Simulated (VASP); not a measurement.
# BaCd2As2 (P-3m1) in VASP: further runs

Runs on BaCd2As2. Level: LDA. Tasks: single point.

Program: VASP 6.6.1. These are calculated values, not measurements. Logs are shortened: lines on timing, memory, paths and dates and some standing lists are left out, and cuts for length are marked.

## Step 1: The cell of the first run

It takes space group P-3m1 (No. 164, trigonal). The conventional cell has a = 4.560 Å, b = 4.560 Å, c = 7.756 Å, α = 90.00°, β = 90.00°, γ = 120.00°. Within 4.6 Å of Ba (site symmetry -3m) lie 6 As at 3.34 Å and 6 Cd at 3.90 Å and 6 Ba at 4.56 Å. Cd (site symmetry 3m) has 4 As at 2.76 to 2.82 Å and 3 Cd at 3.31 Å within 3.6 Å. Within 3.6 Å of As (site symmetry 3m) lie 4 Cd at 2.76 to 2.82 Å and 3 Ba at 3.34 Å.

## Step 2: Single point, LDA

INCAR

```
SYSTEM = BaCd2As2
  PREC = Accurate
  ENCUT = 520
  EDIFF = 1E-6
  ISMEAR = -1
  SIGMA = 0.1
  LREAL = .False.
  LASPH = .True.
  NELM = 100
  ALGO = Normal
  ISIF = 2
  LWAVE = .False.
  LCHARG = .False.
  NBANDS = 30
```

KPOINTS

```
regular mesh
0
Gamma
  6 6 4
  0 0 0
```

POSCAR

```
BaCd2As2
1.0
    4.5604510000      0.0000000000      0.0000000000
   -2.2802250000      3.9494660000      0.0000000000
    0.0000000000      0.0000000000      7.7562880000
Ba Cd As
1 2 2
Direct
    0.0000000000      0.0000000000      0.0000000000
    0.6666666667      0.3333333333      0.3710040000
    0.3333333333      0.6666666667      0.6289960000
    0.6666666667      0.3333333333      0.7351620000
    0.3333333333      0.6666666667      0.2648380000
```

Potentials or basis: VASP PAW LDA potentials, release 64 (Ba_sv, Cd, As).

Started as:

```bash
cat potpaw_LDA.64/Ba_sv/POTCAR potpaw_LDA.64/Cd/POTCAR potpaw_LDA.64/As/POTCAR > POTCAR
mpirun -np 1 vasp_std > vasp.out
```

OUTCAR:

```text
SYSTEM = BaCd2As2
   PREC = Accurate
   ENCUT = 520
   EDIFF = 1E-6
   ISMEAR = -1
   LREAL = .False.
   LASPH = .True.
   NELM = 100
   ISIF = 2

 ion  position               nearest neighbor table
   1  0.000  0.000  0.000-   5 3.34   4 3.34   5 3.34   4 3.34   4 3.34   5 3.34   3 3.90   2 3.90
                             3 3.90   2 3.90   3 3.90   2 3.90
   2  0.667  0.333  0.371-   5 2.76   5 2.76   5 2.76   4 2.82   3 3.31   3 3.31   3 3.31   1 3.90
                             1 3.90   1 3.90
   3  0.333  0.667  0.629-   4 2.76   4 2.76   4 2.76   5 2.82   2 3.31   2 3.31   2 3.31   1 3.90
                             1 3.90   1 3.90
   4  0.667  0.333  0.735-   3 2.76   3 2.76   3 2.76   2 2.82   1 3.34   1 3.34   1 3.34
   5  0.333  0.667  0.265-   2 2.76   2 2.76   2 2.76   3 2.82   1 3.34   1 3.34   1 3.34

  LATTYP: Found a hexagonal cell.
 ALAT       =     4.5604510000
 C/A-ratio  =     1.7007721385

  Lattice vectors:

 A1 = (   4.5604510000,   0.0000000000,   0.0000000000)
 A2 = (  -2.2802250000,   3.9494660000,   0.0000000000)
 A3 = (   0.0000000000,   0.0000000000,   7.7562880000)

Analysis of symmetry for initial positions (statically):
=====================================================================
 Subroutine PRICEL returns:
 Original cell was already a primitive cell.

 Routine SETGRP: Setting up the symmetry group for a
 hexagonal supercell.

 Subroutine GETGRP returns: Found 12 space group operations
 (whereof 12 operations were pure point group operations)
 out of a pool of 24 trial point group operations.

The static configuration has the point symmetry D_3d.

Analysis of symmetry for dynamics (positions and initial velocities):
=====================================================================
 Subroutine PRICEL returns:
 Original cell was already a primitive cell.

 Routine SETGRP: Setting up the symmetry group for a
 hexagonal supercell.

 Subroutine GETGRP returns: Found 12 space group operations
 (whereof 12 operations were pure point group operations)
 out of a pool of 24 trial point group operations.

The dynamic configuration has the point symmetry D_3d.

 Subroutine INISYM returns: Found 12 space group operations
 (whereof 12 operations are pure point group operations),
 and found     1 'primitive' translations

----------------------------------------------------------------------------------------

                                     Primitive cell

  volume of cell :     139.7012

  direct lattice vectors                    reciprocal lattice vectors
     4.560451000  0.000000000  0.000000000     0.219276558  0.126599366  0.000000000
    -2.280225000  3.949466000  0.000000000     0.000000000  0.253198787  0.000000000
     0.000000000  0.000000000  7.756288000     0.000000000  0.000000000  0.128927652

  length of vectors
     4.560451000  4.560450387  7.756288000     0.253198753  0.253198787  0.128927652

  position of ions in fractional coordinates (direct lattice)
     0.000000000  0.000000000  0.000000000
     0.666666667  0.333333333  0.371004000
     0.333333333  0.666666667  0.628996000
     0.666666667  0.333333333  0.735162000
     0.333333333  0.666666667  0.264838000

  ion indices of the primitive-cell ions
   primitive index   ion index
                 1           1
                 2           2
                 3           3
                 4           4
                 5           5

----------------------------------------------------------------------------------------

 KPOINTS: regular mesh

Automatic generation of k-mesh.
 Grid dimensions read from file:
 generate k-points for:    6    6    4

 Generating k-lattice:

  Cartesian coordinates                     Fractional coordinates (reciprocal lattice)
     0.036546093  0.021099894  0.000000000     0.166666667  0.000000000  0.000000000
     0.000000000  0.042199798  0.000000000     0.000000000  0.166666667  0.000000000
     0.000000000  0.000000000  0.032231913     0.000000000  0.000000000  0.250000000

  Length of vectors
     0.042199792  0.042199798  0.032231913

  Shift w.r.t. Gamma in fractional coordinates (k-lattice)
     0.000000000  0.000000000  0.000000000

 Subroutine IBZKPT returns following result:
 ===========================================

 Found     24 irreducible k-points:

 Following reciprocal coordinates:
            Coordinates               Weight
  0.000000  0.000000  0.000000      1.000000
  0.166667  0.000000  0.000000      6.000000
  0.333333  0.000000  0.000000      6.000000
  0.500000  0.000000  0.000000      3.000000
  0.166667  0.166667  0.000000      6.000000
  0.333333  0.166667  0.000000     12.000000
[... 16 lines left out ...]
  0.333333  0.166667  0.500000     12.000000
  0.333333  0.333333  0.500000      2.000000
   k-points           NKPTS =     24   k-points in BZ     NKDIM =     24   number of bands    NBANDS=     30
   number of dos      NEDOS =    301   number of ions     NIONS =      5
   total plane-waves  NPLWV =  77760
   dimension x,y,z NGX =    36 NGY =   36 NGZ =   60
   dimension x,y,z NGXF=    72 NGYF=   72 NGZF=  120
   ions per type =               1   2   2
   NGX,Y,Z   is equivalent  to a cutoff of  13.12, 13.12, 12.86 a.u.
   NGXF,Y,Z  is equivalent  to a cutoff of  26.25, 26.25, 25.72 a.u.
 SYSTEM =  BaCd2As2
   PREC   = accura    normal or accurate (medium, high low for compatibility)
   ISTART =      0    job   : 0-new  1-cont  2-samecut
   ICHARG =      2    charge: 1-file 2-atom 10-const
   ISPIN  =      1    spin polarized calculation?
   LNONCOLLINEAR =      F non collinear calculations
   LSORBIT =      F    spin-orbit coupling
   LASPH  =      T    aspherical Exc in radial PAW
   ENCUT  =  520.0 eV  38.22 Ry    6.18 a.u.   8.48  8.48 14.42*2*pi/ulx,y,z
   NELM   =    100;   NELMIN=  2; NELMDL= -5     # of ELM steps
   EDIFF  = 0.1E-05   stopping-criterion for ELM
   LREAL  =      F    real-space projection
   EDIFFG = 0.1E-04   stopping-criterion for IOM
   NSW    =      0    number of steps for IOM
   IBRION =     -1    ionic relax: 0-MD 1-quasi-New 2-CG
   NFREE  =      0    steps in history (QN), initial steepest desc. (CG)
   ISIF   =      2    stress and relaxation
   ISYM   =      2    0-nonsym 1-usesym 2-fastsym
   POTIM  = 0.5000    time-step for ionic-motion
   TEBEG  =    0.0;   TEEND  =   0.0 temperature during run
   PSTRESS=    0.0 pullay stress
   NELECT =      44.0000    total number of electrons
   NUPDOWN=      -1.0000    fix difference up-down
   EMIN   =  10.00;   EMAX   =-10.00  energy-range for DOS
   EFERMI =   0.00;   METHOD = LEGACY
   ISMEAR =    -1;   SIGMA  =   0.10  broadening in eV -4-tet -1-fermi 0-gaus
   EFERMI_NEDOS =   21; number of points for ismear=-14 and -15
   IALGO  =     38    algorithm
   IMIX   =      4    mixing-type and parameters
     AMIX     =   0.40;   BMIX     =  1.00
     AMIX_MAG =   1.60;   BMIX_MAG =  1.00
  volume/ion in A,a.u.               =      27.94       188.55
  Fermi-wavevector in a.u.,A,eV,Ry     =   1.113847  2.104866 16.880150  1.240656
  Thomas-Fermi vector in A             =   2.250436
   LORBIT       =      0    0 simple, 1 ext, 2 COOP (PROOUT), +10 PAW based schemes
   GGA     = CA    functional components
   LHFCALC =     F    Hartree Fock is set to
   AEXX    =    0.0000 exact exchange contribution
   IVDW    =     0    specifies the selected vdW correction
   LEPSILON=     F    determine dielectric tensor
   LRPA    =     F    only Hartree local field effects (RPA)
 non-spin polarized calculation
  energy-cutoff  :      520.00
  volume of cell :      139.70
 maximum number of plane-waves:      3803
 NGX is ok and might be reduce to    36
   NGX = 17   NGY = 17   NGZ = 29

 number of electron      44.0000003 magnetization

 Free energy of the ion-electron system (eV)
  ---------------------------------------------------
  ext. energy  EPLUGINS =         0.00000000
  ---------------------------------------------------
  free energy    TOTEN  =       -19.13450470 eV

  energy without entropy =      -19.12468278  energy(sigma->0) =      -19.12959374

 E-fermi :   2.5630     XC(G=0):  -9.6968

 val. band max:        2.5461862745   @ k =   0.0000   0.0000   0.0000
 cond. band min:       2.6347385829   @ k =   0.0000   0.0000   0.5000
 fundamental gap:      0.0885523083
 Fermi energy:         2.5629940140

 k-point     1 :       0.0000    0.0000    0.0000
  band No.  band energies     occupation
      1     -25.1821      2.00000
      2     -10.7573      2.00000
      3     -10.3102      2.00000
      4     -10.3102      2.00000
      5      -8.4683      2.00000
      6      -7.7943      2.00000
[... 22 lines left out ...]
     29       5.7876      0.00000
     30       7.0679      0.00000

 k-point     2 :       0.1667    0.0000    0.0000
  band No.  band energies     occupation
      1     -25.1757      2.00000
      2     -10.6994      2.00000
      3     -10.4594      2.00000
      4     -10.3330      2.00000
      5      -8.2948      2.00000
      6      -7.8356      2.00000
[... 22 lines left out ...]
     29       6.0961      0.00000
     30       7.1050      0.00000

 k-point     3 :       0.3333    0.0000    0.0000
  band No.  band energies     occupation
      1     -25.1629      2.00000
      2     -10.7235      2.00000
      3     -10.5615      2.00000
      4     -10.3778      2.00000
      5      -8.0502      2.00000
      6      -7.8791      2.00000
[... 22 lines left out ...]
     29       7.0486      0.00000
     30       7.6526      0.00000

 k-point     4 :       0.5000    0.0000    0.0000
  band No.  band energies     occupation
      1     -25.1565      2.00000
      2     -10.8319      2.00000
      3     -10.4958      2.00000
      4     -10.3999      2.00000
      5      -8.0540      2.00000
      6      -7.8034      2.00000
[... 616 lines left out ...]
     29       6.9490      0.00000
     30       7.3687      0.00000

 k-point    23 :       0.3333    0.1667    0.5000
  band No.  band energies     occupation
      1     -25.1565      2.00000
      2     -10.7558      2.00000
      3     -10.5154      2.00000
      4     -10.4669      2.00000
      5      -8.0333      2.00000
      6      -7.8372      2.00000
[... 22 lines left out ...]
     29       7.5013      0.00000
     30       7.8271      0.00000

 k-point    24 :       0.3333    0.3333    0.5000
  band No.  band energies     occupation
      1     -25.1533      2.00000
      2     -10.6549      2.00000
      3     -10.6549      2.00000
      4     -10.4739      2.00000
      5      -7.9155      2.00000
      6      -7.9155      2.00000
[... 22 lines left out ...]
     29       7.4844      0.00000
     30       7.4844      0.00000

------------------------ aborting loop because EDIFF is reached ----------------------------------------

  FORCE on cell =-STRESS in cart. coord.  units (eV):
  Direction    XX          YY          ZZ          XY          YZ          ZX
  --------------------------------------------------------------------------------------
  -------------------------------------------------------------------------------------
  Total       -2.9090938     -2.9090932     -3.0902037     -0.0000004      0.0000000     -0.0000000
  in kB      -33.3632393    -33.3632322    -35.4403165     -0.0000042      0.0000000     -0.0000000
  external PRESSURE =     -34.0555960 kB  Pullay stress =       0.0000000 kB

 VOLUME and BASIS-vectors are now :
 -----------------------------------------------------------------------------
  energy-cutoff  :      520.00
  volume of cell :      139.70
      direct lattice vectors                 reciprocal lattice vectors
     4.560451000  0.000000000  0.000000000     0.219276558  0.126599366  0.000000000
    -2.280225000  3.949466000  0.000000000     0.000000000  0.253198787  0.000000000
     0.000000000  0.000000000  7.756288000     0.000000000  0.000000000  0.128927652

 POSITION                                       TOTAL-FORCE (eV/Angst)
 -----------------------------------------------------------------------------------
      0.00000      0.00000      0.00000         0.000000      0.000000      0.000000
      2.28023      1.31649      2.87761        -0.000000     -0.000000      0.000644
      0.00000      2.63298      4.87867         0.000000      0.000000     -0.000644
      2.28023      1.31649      5.70213        -0.000000     -0.000000     -0.093672
      0.00000      2.63298      2.05416         0.000000      0.000000      0.093672
 -----------------------------------------------------------------------------------
    total drift:                               -0.000000      0.000000     -0.000000

  FREE ENERGIE OF THE ION-ELECTRON SYSTEM (eV)
  ---------------------------------------------------
  free  energy   TOTEN  =       -19.1345047047 eV

  energy  without entropy=      -19.1246827849  energy(sigma->0) =      -19.12959374
```

Wall time 2.3 min (1 thread of Intel Xeon 8259CL, shared host); peak memory 0.29 GiB.

Results:

| Property | Result |
| --- | --- |
| Free energy | -19.1345 eV |
| Pressure | -3.4 GPa |
| Largest force | 0.094 eV/Å |

Forces in eV/Å, atoms in the order of the input:
```
Ba   0.000  0.000  0.000
Cd   0.000  0.000  0.001
Cd   0.000  0.000 -0.001
As   0.000  0.000 -0.094
As   0.000  0.000  0.094
```

Levels at points of the mesh, in eV from the Fermi level:
| k point | band 20 | band 21 | band 22 | band 23 | band 24 | band 25 |
| --- | --- | --- | --- | --- | --- | --- |
| (0.00, 0.00, 0.00) | -0.16 | -0.04 | -0.04 | -0.02 | 0.24 | 1.81 |
| (0.50, 0.00, 0.00) | -1.91 | -1.84 | -1.34 | 0.79 | 2.58 | 2.58 |
| (0.00, 0.00, 0.50) | -0.80 | -0.70 | -0.70 | 0.07 | 1.30 | 2.55 |
| (0.50, 0.00, 0.50) | -2.22 | -0.78 | -0.78 | 0.90 | 1.72 | 1.80 |

Caveat: the cell stands under tension; spin-orbit coupling is left out, which moves the levels of the heavy elements.

## Step 3: Single point, LDA

INCAR

```
PREC = Accurate
ENCUT = 520
EDIFF = 1E-6
ISMEAR = -1
SIGMA = 0.1
LREAL = F
LASPH = T
NELM = 80
ALGO = Normal
ISIF = 2
LWAVE = F
LCHARG = F
NBANDS = 30
```

KPOINTS

```
Automatic mesh
0
Gamma
  6 6 4
```

POSCAR is that of step 2.

Potentials or basis: VASP PAW LDA potentials, release 64 (Ba_sv, Cd, As).

Started as:

```bash
cat potpaw_LDA.64/Ba_sv/POTCAR potpaw_LDA.64/Cd/POTCAR potpaw_LDA.64/As/POTCAR > POTCAR
mpirun -np 1 vasp_std > vasp.out
```

Wall time 2.1 min (1 thread of Intel Xeon 8259CL, shared host); peak memory 0.28 GiB.

The run converged. Its results:

| Property | Result |
| --- | --- |
| Free energy | -19.1345 eV |
| Pressure | -3.4 GPa |
| Largest force | 0.094 eV/Å |

Forces in eV/Å, atoms in the order of the input:
```
Ba   0.000  0.000  0.000
Cd   0.000  0.000  0.001
Cd   0.000  0.000 -0.001
As   0.000  0.000 -0.094
As   0.000  0.000  0.094
```

Stress tensor (GPa, compression positive):
```
-3.34  0.00  0.00
 0.00 -3.34  0.00
 0.00  0.00 -3.54
```

Levels at points of the mesh, in eV from the Fermi level:
```
           k point  band 20  band 21  band 22  band 23  band 24  band 25
(0.00, 0.00, 0.00)    -0.16    -0.04    -0.04    -0.02     0.24     1.81
(0.50, 0.00, 0.00)    -1.91    -1.84    -1.34     0.79     2.58     2.58
(0.00, 0.00, 0.50)    -0.80    -0.70    -0.70     0.07     1.30     2.55
(0.50, 0.00, 0.50)    -2.22    -0.78    -0.78     0.90     1.72     1.80
```

Caveat: the cell stands under tension; spin-orbit coupling is left out, which moves the levels of the heavy elements.
